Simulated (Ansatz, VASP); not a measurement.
## BaBe4 in VASP and in Ansatz

Contents of INCAR:

```
SYSTEM = BaBe4
PREC     = Accurate       ! precision mode
ENCUT    = 520            ! plane-wave cutoff, eV
EDIFF    = 1E-6           ! SCF threshold, eV
ISMEAR   = 0              ! smearing method
SIGMA    = 0.1            ! smearing width, eV
LREAL    = .False.        ! projectors in reciprocal space
LASPH    = .True.         ! aspherical terms in the spheres
NELM     = 60             ! most SCF steps
ALGO     = Fast           ! electronic algorithm
ISIF     = 2              ! what is computed and relaxed
LWAVE    = .False.        ! write WAVECAR
LCHARG   = .True.         ! write CHGCAR
GGA      = PE             ! functional
LELF     = .True.         ! ELF
LVHAR    = .True.       
NBANDS   = 17             ! bands
```

KPOINTS

```
Automatic mesh
0
Gamma
  6 6 6
  0 0 0
```

POSCAR

```
BaBe4
1.0
    5.0635809300      0.0000000000      0.0000000000
   -2.5317904700      4.3851897200      0.0000000000
    0.0000000000      0.0000000000      3.5929939100
Ba Be
1 4
Direct
    0.0000000000      0.0000000000      0.5000000000
    0.3333333300      0.6666666700      0.2761479700
    0.6666666700      0.3333333300      0.2761479700
    0.6666666700      0.3333333300      0.7238520300
    0.3333333300      0.6666666700      0.7238520300
```

Input for Ansatz:

```yaml
crystal:
  lattice:
    - [5.06358093, 0.0, 0.0]
    - [-2.53179047, 4.38518972, 0.0]
    - [0.0, 0.0, 3.59299391]
  atoms:
    - { symbol: Ba, position: [0.0, 0.0, 0.5] }
    - { symbol: Be, position: [0.33333333, 0.66666667, 0.27614797] }
    - { symbol: Be, position: [0.66666667, 0.33333333, 0.27614797] }
    - { symbol: Be, position: [0.66666667, 0.33333333, 0.72385203] }
    - { symbol: Be, position: [0.33333333, 0.66666667, 0.72385203] }
basis:
  ecutwfc: 420
kpoints:
  mp_grid: { grid: [6, 6, 6] }
hamiltonian:
  xc: pbe
scf:
  occupations: { method: gaussian, width: 0.1 }
  lower_state_search: "off"
output:
  forces: true
  stress: true
  eigenvalues: true
```

Alike in both runs: task single point; functional PBE; k mesh 6 × 6 × 6; occupations gaussian, width 0.1 eV; no spin polarisation.

|  | VASP | Ansatz |
| --- | --- | --- |
| version | VASP 6.6.1 | Ansatz 0.2.0 |
| potentials or method | VASP PAW PBE potentials, release 64 (Ba_sv, Be), cutoff 520 eV | scalar-relativistic, plane waves, PAW |
| valence electrons in the cell | 18 | 18 |

VASP gave:

- gap on the k mesh at the Fermi level (eV): none
- pressure (GPa): 17.2
- traceless stress, the component that is largest in VASP (GPa): 39.63
- rms of the force components (eV/Å): 2.957

Problem. Which values does Ansatz return?

Solution. gap on the k mesh at the Fermi level (eV): none; pressure (GPa): 16.4; traceless stress, the component that is largest in VASP (GPa): 40.01; rms of the force components (eV/Å): 2.928.

Atom by atom the forces differ by 0.029 eV/Å (rms over components). A gap of «none» marks a metal or a gap that the smearing closes. The functional is the same, so the differences come from potentials, cutoffs and numerics.

Neither program's run includes spin-orbit coupling.
